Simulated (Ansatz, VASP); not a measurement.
**Os in VASP and in Ansatz**

File INCAR:

```
PREC = Accurate ; ENCUT = 520
EDIFF = 1E-6 ; ISMEAR = -1
SIGMA = 0.05 ; LREAL = False
LASPH = True ; NELM = 60
ALGO = Normal ; ISIF = 2
LWAVE = False ; LCHARG = True
LELF = True ; LVHAR = True
NBANDS = 15
```

The input KPOINTS:

```
regular mesh
0
Gamma
  13 13 13
```

The input POSCAR:

```
Os
1.0
    0.0000000000      2.1999769119      2.1999769119
    2.1999769119      0.0000000000      2.1999769119
    2.1999769119      2.1999769119      0.0000000000
Os
2
Direct
   -0.1250000000     -0.1250000000     -0.1250000000
    0.1250000000      0.1250000000      0.1250000000
```

Input for Ansatz:

```yaml
crystal:
  lattice:
    - [0.0, 2.1999769119, 2.1999769119]
    - [2.1999769119, 0.0, 2.1999769119]
    - [2.1999769119, 2.1999769119, 0.0]
  atoms:
    - { symbol: Os, position: [-0.125, -0.125, -0.125] }
    - { symbol: Os, position: [0.125, 0.125, 0.125] }
kpoints:
  mp_grid: { grid: [13, 13, 13] }
scf:
  occupations: { method: fermi_dirac, width: 0.05 }
hamiltonian:
  xc: lda
  pseudopotentials: { kind: all_electron, lapw: { basis_error: 0.001 } }
output:
  forces: true
  stress: true
  eigenvalues: true
  populations: true
```

Change from the starting cell: volume scaled by 0.52, LAPW.

Alike in both runs: task single point; functional LDA; k mesh 13 × 13 × 13; occupations fermi-dirac, width 0.05 eV; no spin polarisation.

```csv
,VASP,Ansatz
version,VASP 6.6.1,Ansatz 0.2.0
potentials or method,"VASP PAW LDA potentials, release 64 (Os), cutoff 520 eV","all-electron LAPW, scalar-relativistic"
```

|  | VASP | Ansatz | Ansatz less VASP |
| --- | --- | --- | --- |
| pressure (GPa) | 545.3 | 622.4 | +77.13 |

LDA's correlation is that of Perdew and Zunger in VASP and of Perdew and Wang (1992) in Ansatz. The pressures are high and differ by over a tenth, so treat them with care. Ansatz ran all-electron here, and VASP with PAW potentials.

Neither program's run includes spin-orbit coupling. Noted on VASP's run: the cell as given lies far from equilibrium.
